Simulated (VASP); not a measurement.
# Si3N4 (P6_3/m) in VASP: notebook

Runs on Si3N4. Level: PBE. Tasks: relaxation of shape and atoms at fixed volume.

Program: VASP 6.6.1. These are calculated values, not measurements. Logs are shortened: lines on timing, memory, paths and dates and some standing lists are left out, and cuts for length are marked.

### Step 1. The cell of the first run

Symmetry: P6_3/m, No. 176, hexagonal system. Conventional cell: a = 7.740 Å, b = 7.740 Å, c = 2.955 Å, α = 90.00°, β = 90.00°, γ = 120.00°. Si (site symmetry m) has 4 N at 1.76 to 1.77 Å within 2.3 Å. N (site symmetry m) has 3 Si at 1.77 Å within 2.3 Å. Within 2.3 Å of N (site symmetry -6) lie 3 Si at 1.76 Å.

### Step 2. Relaxation of shape and atoms at fixed volume, PBE (10.95 Å³/atom)

Input file INCAR:

```
SYSTEM = Si3N4
PREC     = Accurate       ! precision mode
ENCUT    = 600            ! plane-wave cutoff, eV
EDIFF    = 1E-7           ! SCF threshold, eV
ISMEAR   = 0              ! smearing method
SIGMA    = 0.02           ! smearing width, eV
LREAL    = .False.        ! projectors in reciprocal space
LASPH    = .True.         ! aspherical terms in the spheres
NELM     = 100            ! most SCF steps
ALGO     = Normal         ! electronic algorithm
ISIF     = 4              ! what is computed and relaxed
LWAVE    = .False.        ! write WAVECAR
LCHARG   = .False.        ! write CHGCAR
GGA      = PE             ! functional
IBRION   = 2              ! ionic algorithm
NSW      = 50             ! ionic steps
EDIFFG   = -0.01          ! ionic threshold
```

Input file KPOINTS:

```
Automatic mesh
0
Gamma
  6 6 8
  0 0 0
```

Input file POSCAR:

```
Si3N4
1.0
    7.7395014906      0.0000000000      0.0000000000
   -3.8697507453      6.7026049035      0.0000000000
    0.0000000000      0.0000000000      2.9554119783
Si N
6 8
Direct
    0.7689127323      0.1750130934      0.2500000000
    0.5938996389      0.7689127323      0.7500000000
    0.8249869066      0.5938996389      0.2500000000
    0.2310872677      0.8249869066      0.7500000000
    0.4061003611      0.2310872677      0.2500000000
    0.1750130934      0.4061003611      0.7500000000
    0.0308339948      0.3300009333      0.2500000000
    0.7008330615      0.0308339948      0.7500000000
    0.6699990667      0.7008330615      0.2500000000
    0.9691660052      0.6699990667      0.7500000000
    0.2991669385      0.9691660052      0.2500000000
    0.3300009333      0.2991669385      0.7500000000
    0.6666666667      0.3333333333      0.2500000000
    0.3333333333      0.6666666667      0.7500000000
```

Potentials or basis: VASP PAW PBE potentials, release 64 (Si, N).

Started as:

```console
> cat potpaw_PBE.64/Si/POTCAR potpaw_PBE.64/N/POTCAR > POTCAR
> mpirun -np 1 vasp_std > vasp.out
```

OUTCAR:

```text
SYSTEM = Si3N4
   PREC = Accurate
   ENCUT = 600
   EDIFF = 1E-7
   ISMEAR = 0
   LREAL = .False.
   LASPH = .True.
   NELM = 100
   ISIF = 4
   GGA = PE
   IBRION = 2
   NSW = 50
   EDIFFG = -0.01

 ion  position               nearest neighbor table
   1  0.769  0.175  0.250-  13 1.76   7 1.77   8 1.77   8 1.77   5 3.05   3 3.05   6 3.10   6 3.10
                             2 3.10   2 3.10
   2  0.594  0.769  0.750-  14 1.76   8 1.77   9 1.77   9 1.77   4 3.05   6 3.05   3 3.10   3 3.10
                             1 3.10   1 3.10
   3  0.825  0.594  0.250-  13 1.76   9 1.77  10 1.77  10 1.77   5 3.05   1 3.05   2 3.10   2 3.10
                             4 3.10   4 3.10
   4  0.231  0.825  0.750-  14 1.76  10 1.77  11 1.77  11 1.77   2 3.05   6 3.05   3 3.10   3 3.10
                             5 3.10   5 3.10
   5  0.406  0.231  0.250-  13 1.76  11 1.77  12 1.77  12 1.77   1 3.05   3 3.05   6 3.10   6 3.10
                             4 3.10   4 3.10
   6  0.175  0.406  0.750-  14 1.76  12 1.77   7 1.77   7 1.77   2 3.05   4 3.05   5 3.10   5 3.10
                             1 3.10   1 3.10
   7  0.031  0.330  0.250-   1 1.77   6 1.77   6 1.77
   8  0.701  0.031  0.750-   2 1.77   1 1.77   1 1.77
   9  0.670  0.701  0.250-   3 1.77   2 1.77   2 1.77
  10  0.969  0.670  0.750-   4 1.77   3 1.77   3 1.77
  11  0.299  0.969  0.250-   5 1.77   4 1.77   4 1.77
  12  0.330  0.299  0.750-   6 1.77   5 1.77   5 1.77
  13  0.667  0.333  0.250-   1 1.76   3 1.76   5 1.76
  14  0.333  0.667  0.750-   4 1.76   6 1.76   2 1.76

  LATTYP: Found a hexagonal cell.
 ALAT       =     7.7395014906
 C/A-ratio  =     0.3818607674

  Lattice vectors:

 A1 = (   7.7395014906,   0.0000000000,   0.0000000000)
 A2 = (  -3.8697507453,   6.7026049035,   0.0000000000)
 A3 = (   0.0000000000,   0.0000000000,   2.9554119783)

Analysis of symmetry for initial positions (statically):
=====================================================================
 Subroutine PRICEL returns:
 Original cell was already a primitive cell.

 Routine SETGRP: Setting up the symmetry group for a
 hexagonal supercell.

 Subroutine GETGRP returns: Found 12 space group operations
 (whereof  6 operations were pure point group operations)
 out of a pool of 24 trial point group operations.

The static configuration has the point symmetry S_6 .
 The point group associated with its full space group is C_6h.

Analysis of symmetry for dynamics (positions and initial velocities):
=====================================================================
 Subroutine PRICEL returns:
 Original cell was already a primitive cell.

 Routine SETGRP: Setting up the symmetry group for a
 hexagonal supercell.

 Subroutine GETGRP returns: Found 12 space group operations
 (whereof  6 operations were pure point group operations)
 out of a pool of 24 trial point group operations.

[... 134 lines left out ...]
   TEBEG  =    0.0;   TEEND  =   0.0 temperature during run
   PSTRESS=    0.0 pullay stress
   NELECT =      64.0000    total number of electrons
   NUPDOWN=      -1.0000    fix difference up-down
   EMIN   =  10.00;   EMAX   =-10.00  energy-range for DOS
   EFERMI =   0.00;   METHOD = LEGACY
   ISMEAR =     0;   SIGMA  =   0.02  broadening in eV -4-tet -1-fermi 0-gaus
   EFERMI_NEDOS =   21; number of points for ismear=-14 and -15
   IALGO  =     38    algorithm
   IMIX   =      4    mixing-type and parameters
     AMIX     =   0.40;   BMIX     =  1.00
     AMIX_MAG =   1.60;   BMIX_MAG =  1.00
  volume/ion in A,a.u.               =      10.95        73.90
  Fermi-wavevector in a.u.,A,eV,Ry     =   1.223517  2.312112 20.367832  1.496993
  Thomas-Fermi vector in A             =   2.358625
   LORBIT       =      0    0 simple, 1 ext, 2 COOP (PROOUT), +10 PAW based schemes
   GGA     = PE    functional components
   LHFCALC =     F    Hartree Fock is set to
   AEXX    =    0.0000 exact exchange contribution
   IVDW    =     0    specifies the selected vdW correction
   LEPSILON=     F    determine dielectric tensor
   LRPA    =     F    only Hartree local field effects (RPA)
 conjugate gradient relaxation of ions
 non-spin polarized calculation
 Gauss-broadening in eV      SIGMA  =   0.02
  energy-cutoff  :      600.00
  volume of cell :      153.31
 maximum number of plane-waves:      5154
 NGX is ok and might be reduce to    64
   NGX = 31   NGY = 31   NGZ = 11

--------------------------------------- Ionic step        1  -------------------------------------------

 number of electron      63.9999999 magnetization

 Free energy of the ion-electron system (eV)
  ---------------------------------------------------
  ext. energy  EPLUGINS =         0.00000000
  ---------------------------------------------------
  free energy    TOTEN  =      -114.45579731 eV

  energy without entropy =     -114.45579731  energy(sigma->0) =     -114.45579731

------------------------ aborting loop because EDIFF is reached ----------------------------------------

  FORCE on cell =-STRESS in cart. coord.  units (eV):
  Direction    XX          YY          ZZ          XY          YZ          ZX
  --------------------------------------------------------------------------------------
  -------------------------------------------------------------------------------------
  Total       -6.5919659     -6.5919659     -7.1124940     -0.0000001      0.0000000      0.0000000
  in kB      -68.8891608    -68.8891608    -74.3289264     -0.0000006      0.0000000      0.0000000
  external PRESSURE =     -70.7024160 kB  Pullay stress =       0.0000000 kB
[... 323 lines left out ...]
--------------------------------------- Ionic step        8  -------------------------------------------

 number of electron      63.9999998 magnetization

 Free energy of the ion-electron system (eV)
  ---------------------------------------------------
  ext. energy  EPLUGINS =         0.00000000
  ---------------------------------------------------
  free energy    TOTEN  =      -114.45861773 eV

  energy without entropy =     -114.45861773  energy(sigma->0) =     -114.45861773

 E-fermi :   6.3214     XC(G=0): -10.5766

 val. band max:        6.2190781184   @ k =   0.0000   0.0000   0.1250
 cond. band min:      10.3844361963   @ k =   0.0000   0.0000   0.0000
 fundamental gap:      4.1653580778
 Fermi energy:         6.3213896806

 k-point     1 :       0.0000    0.0000    0.0000
  band No.  band energies     occupation
      1     -11.6199      2.00000
      2     -10.2595      2.00000
      3     -10.2595      2.00000
      4      -9.6447      2.00000
      5      -9.4940      2.00000
      6      -9.4940      2.00000
[... 1021 lines left out ...]
     39      13.4532      0.00000
     40      13.8002      0.00000

 [... further k-points ...]
[... 5 lines left out ...]
  --------------------------------------------------------------------------------------
  -------------------------------------------------------------------------------------
  Total       -6.5937516     -6.5937516     -6.5714635     -0.0000001     -0.0000000      0.0000000
  in kB      -68.9078226    -68.9078226    -68.6749014     -0.0000007     -0.0000000      0.0000000
  external PRESSURE =     -68.8301822 kB  Pullay stress =       0.0000000 kB
[... 29 lines left out ...]
  FREE ENERGIE OF THE ION-ELECTRON SYSTEM (eV)
  ---------------------------------------------------
  free  energy   TOTEN  =      -114.4586177282 eV

  energy  without entropy=     -114.4586177282  energy(sigma->0) =     -114.45861773

 reached required accuracy - stopping structural energy minimisation
```

OSZICAR:

```text
N       E                     dE             d eps       ncg     rms          rms(c)
DAV:   1     0.337931711682E+03    0.33793E+03   -0.34430E+04  3200   0.165E+03
DAV:   2    -0.101674398807E+03   -0.43961E+03   -0.42257E+03  4144   0.329E+02
DAV:   3    -0.129751239055E+03   -0.28077E+02   -0.27908E+02  3848   0.929E+01
DAV:   4    -0.130349410514E+03   -0.59817E+00   -0.59596E+00  3976   0.133E+01
[... 65 lines left out ...]
DAV:   2    -0.114458634750E+03   -0.42035E-04   -0.59092E-04  4056   0.129E-01    0.264E-02
DAV:   3    -0.114458621891E+03    0.12859E-04   -0.26763E-05  4256   0.339E-02    0.144E-02
DAV:   4    -0.114458617916E+03    0.39753E-05   -0.16282E-05  3808   0.218E-02    0.536E-03
DAV:   5    -0.114458617734E+03    0.18169E-06   -0.20955E-06  4120   0.807E-03    0.325E-03
DAV:   6    -0.114458617728E+03    0.61264E-08   -0.33617E-07  3288   0.317E-03
   8 F= -.11445862E+03 E0= -.11445862E+03  d E =-.111873E-03
```

CONTCAR:

```text
Si3N4
   1.00000000000000
     7.7426281673937920    0.0000000122344695   -0.0000000000000000
    -3.8713140942922575    6.7053126789110511   -0.0000000000000000
    -0.0000000000000000    0.0000000000000000    2.9530255141591741
  Si              N
     6     8
Direct
     0.7705637389975640    0.1765971749303704    0.2500000000000000
[... 17 lines left out ...]
  0.00000000E+00  0.00000000E+00  0.00000000E+00
  0.00000000E+00  0.00000000E+00  0.00000000E+00
  0.00000000E+00  0.00000000E+00  0.00000000E+00
  0.00000000E+00  0.00000000E+00  0.00000000E+00
  0.00000000E+00  0.00000000E+00  0.00000000E+00
  0.00000000E+00  0.00000000E+00  0.00000000E+00
  0.00000000E+00  0.00000000E+00  0.00000000E+00
  0.00000000E+00  0.00000000E+00  0.00000000E+00
  0.00000000E+00  0.00000000E+00  0.00000000E+00
  0.00000000E+00  0.00000000E+00  0.00000000E+00
  0.00000000E+00  0.00000000E+00  0.00000000E+00
```

It took 12 min on 1 thread of Intel Xeon 6975P-C (Granite Rapids), shared host; peak memory 0.45 GiB.

Results:

```
Free energy                  : -114.4586 eV
Energy gained by relaxing    : 0.2 meV/atom
Ionic steps                  : 8
Pressure after relaxing      : -6.9 GPa
Largest force after relaxing : 0.005 eV/Å
Band gap on the k mesh       : 4.17 eV (least direct gap 4.33 eV)
```

Forces on the atoms (eV/Å):
```
Si   0.000 -0.001  0.000
Si   0.001  0.000  0.000
Si   0.001  0.001  0.000
Si   0.000  0.001  0.000
Si  -0.001  0.000  0.000
Si  -0.001 -0.001  0.000
N    0.002 -0.005  0.000
N    0.005 -0.001  0.000
N    0.003  0.004  0.000
N   -0.002  0.005  0.000
N   -0.005  0.001  0.000
N   -0.003 -0.004  0.000
N    0.000  0.000  0.000
N    0.000  0.000  0.000
```

Step by step:
```tsv
step	energy change (eV)	largest force (eV/Å)	pressure (GPa)	volume (Å³)
1	0.0000	0.0395	-7.07	153.31
2	-0.0009	0.0527	-7.02	153.31
3	-0.0010	0.0568	-7.01	153.31
4	-0.0016	0.0295	-6.98	153.31
5	-0.0018	0.0557	-6.96	153.31
6	-0.0023	0.0427	-6.94	153.31
7	-0.0027	0.0281	-6.89	153.31
8	-0.0028	0.0049	-6.88	153.31
```

Final structure:
```yaml
crystal:
  lattice:
    - [7.74263, 0.00000, 0.00000]
    - [-3.87131, 6.70531, 0.00000]
    - [0.00000, 0.00000, 2.95303]
  atoms:
    - { symbol: Si, position: [0.77056, 0.17660, 0.25000] }
    - { symbol: Si, position: [0.59397, 0.77056, 0.75000] }
    - { symbol: Si, position: [0.82340, 0.59397, 0.25000] }
    - { symbol: Si, position: [0.22944, 0.82340, 0.75000] }
    - { symbol: Si, position: [0.40603, 0.22944, 0.25000] }
    - { symbol: Si, position: [0.17660, 0.40603, 0.75000] }
    - { symbol: N, position: [0.03236, 0.33040, 0.25000] }
    - { symbol: N, position: [0.70196, 0.03236, 0.75000] }
    - { symbol: N, position: [0.66960, 0.70196, 0.25000] }
    - { symbol: N, position: [0.96764, 0.66960, 0.75000] }
    - { symbol: N, position: [0.29804, 0.96764, 0.25000] }
    - { symbol: N, position: [0.33040, 0.29804, 0.75000] }
    - { symbol: N, position: [0.66667, 0.33333, 0.25000] }
    - { symbol: N, position: [0.33333, 0.66667, 0.75000] }
```

Levels at points of the mesh, in eV from the valence-band top:
| k point | band 30 | band 31 | band 32 | band 33 | band 34 | band 35 |
| --- | --- | --- | --- | --- | --- | --- |
| (0.00, 0.00, 0.00) | -0.41 | -0.39 | -0.17 | 4.17 | 4.33 | 4.63 |
| (0.50, 0.00, 0.00) | -0.74 | -0.29 | -0.22 | 4.36 | 4.49 | 4.67 |
| (0.00, 0.00, 0.50) | -1.52 | -1.22 | -1.22 | 4.55 | 4.55 | 4.55 |
| (0.50, 0.00, 0.50) | -1.41 | -0.97 | -0.97 | 4.55 | 4.55 | 5.63 |

### Step 3. Relaxation of shape and atoms at fixed volume, PBE (9.67 Å³/atom)

This run uses another cell than the first one, of 9.67 Å³/atom.

Input file INCAR:

```
SYSTEM = Si3N4
PREC     = Accurate       ! precision mode
ENCUT    = 600            ! plane-wave cutoff, eV
EDIFF    = 1E-6           ! SCF threshold, eV
ISMEAR   = 0              ! smearing method
SIGMA    = 0.02           ! smearing width, eV
LREAL    = .FALSE.        ! projectors in reciprocal space
LASPH    = .TRUE.         ! aspherical terms in the spheres
NELM     = 80             ! most SCF steps
ALGO     = Normal         ! electronic algorithm
ISIF     = 4              ! what is computed and relaxed
LWAVE    = .FALSE.        ! write WAVECAR
LCHARG   = .FALSE.        ! write CHGCAR
GGA      = PE             ! functional
IBRION   = 2              ! ionic algorithm
NSW      = 50             ! ionic steps
EDIFFG   = -0.01          ! ionic threshold
```

Input file KPOINTS:

```
regular mesh
0
G
  6 6 8
  0 0 0
```

Input file POSCAR:

```
Si3N4
1.0
    7.4201533228      0.0000000000      0.0000000000
   -3.7100766614      6.4260412776      0.0000000000
    0.0000000000      0.0000000000      2.8406806621
Si N
6 8
Direct
    0.7649413452      0.1712305166      0.2500000000
    0.5937108285      0.7649413452      0.7500000000
    0.8287694834      0.5937108285      0.2500000000
    0.2350586548      0.8287694834      0.7500000000
    0.4062891715      0.2350586548      0.2500000000
    0.1712305166      0.4062891715      0.7500000000
    0.0272037030      0.3290789677      0.2500000000
    0.6981247354      0.0272037030      0.7500000000
    0.6709210323      0.6981247354      0.2500000000
    0.9727962970      0.6709210323      0.7500000000
    0.3018752646      0.9727962970      0.2500000000
    0.3290789677      0.3018752646      0.7500000000
    0.6666666667      0.3333333333      0.2500000000
    0.3333333333      0.6666666667      0.7500000000
```

Potentials or basis: VASP PAW PBE potentials, release 64 (Si, N).

Started as:

```console
> cat potpaw_PBE.64/Si/POTCAR potpaw_PBE.64/N/POTCAR > POTCAR
> mpirun -np 1 vasp_std > vasp.out
```

It took 11 min on 1 thread of Intel Xeon 6975P-C (Granite Rapids), shared host; peak memory 0.4 GiB.

The run converged. Its results:

```yaml
Free_energy: -113.5473 eV
Energy_gained_by_relaxing: 0.4 meV/atom
Ionic_steps: 10
Pressure_after_relaxing: 25.9 GPa
Largest_force_after_relaxing: 0.009 eV/Å
Band_gap_on_the_k_mesh: 4.55 eV (least direct gap 4.76 eV)
```

Forces on the atoms (eV/Å):
```
Si  -0.002  0.002  0.000
Si  -0.002 -0.001  0.000
Si   0.000 -0.003  0.000
Si   0.002 -0.002  0.000
Si   0.002  0.001  0.000
Si   0.000  0.003  0.000
N   -0.004  0.009  0.000
N   -0.009  0.001  0.000
N   -0.005 -0.008  0.000
N    0.004 -0.009  0.000
N    0.009 -0.001  0.000
N    0.005  0.008  0.000
N    0.000  0.000  0.000
N    0.000  0.000  0.000
```

Step by step:
```csv
step,energy change (eV),largest force (eV/Å),pressure (GPa),volume (Å³)
1,0.0000,0.0587,26.32,135.45
2,-0.0016,0.0783,26.23,135.45
3,-0.0018,0.0937,26.17,135.45
4,-0.0026,0.0610,26.14,135.45
5,-0.0031,0.0794,26.07,135.45
6,-0.0039,0.0621,26.04,135.45
7,-0.0046,0.0609,25.96,135.45
8,-0.0051,0.0149,25.93,135.45
9,-0.0051,0.0118,25.92,135.45
10,-0.0051,0.0095,25.92,135.45
```

Final structure:
```cif
data_structure
_symmetry_space_group_name_H-M 'P 1'
_symmetry_Int_Tables_number 1
_cell_length_a 7.4162
_cell_length_b 7.4162
_cell_length_c 2.8437
_cell_angle_alpha 90.000
_cell_angle_beta 90.000
_cell_angle_gamma 120.000
_cell_volume 135.45
loop_
_atom_site_label
_atom_site_type_symbol
_atom_site_fract_x
_atom_site_fract_y
_atom_site_fract_z
_atom_site_occupancy
Si1 Si 0.76257 0.16893 0.25000 1
Si2 Si 0.59363 0.76257 0.75000 1
Si3 Si 0.83107 0.59363 0.25000 1
Si4 Si 0.23743 0.83107 0.75000 1
Si5 Si 0.40637 0.23743 0.25000 1
Si6 Si 0.16893 0.40637 0.75000 1
N1 N 0.02509 0.32833 0.25000 1
N2 N 0.69676 0.02509 0.75000 1
N3 N 0.67167 0.69676 0.25000 1
N4 N 0.97491 0.67167 0.75000 1
N5 N 0.30324 0.97491 0.25000 1
N6 N 0.32833 0.30324 0.75000 1
N7 N 0.66667 0.33333 0.25000 1
N8 N 0.33333 0.66667 0.75000 1
```

Levels at points of the mesh, in eV from the valence-band top:
```
           k point  band 30  band 31  band 32  band 33  band 34  band 35
(0.00, 0.00, 0.00)    -0.52    -0.35    -0.21     4.55     5.10     5.32
(0.50, 0.00, 0.00)    -0.78    -0.36    -0.28     5.00     5.06     5.18
(0.00, 0.00, 0.50)    -1.73    -1.54    -1.54     4.96     4.96     4.96
(0.50, 0.00, 0.50)    -1.60    -1.16    -1.16     5.15     5.15     6.14
```

A k mesh can miss the band edges.
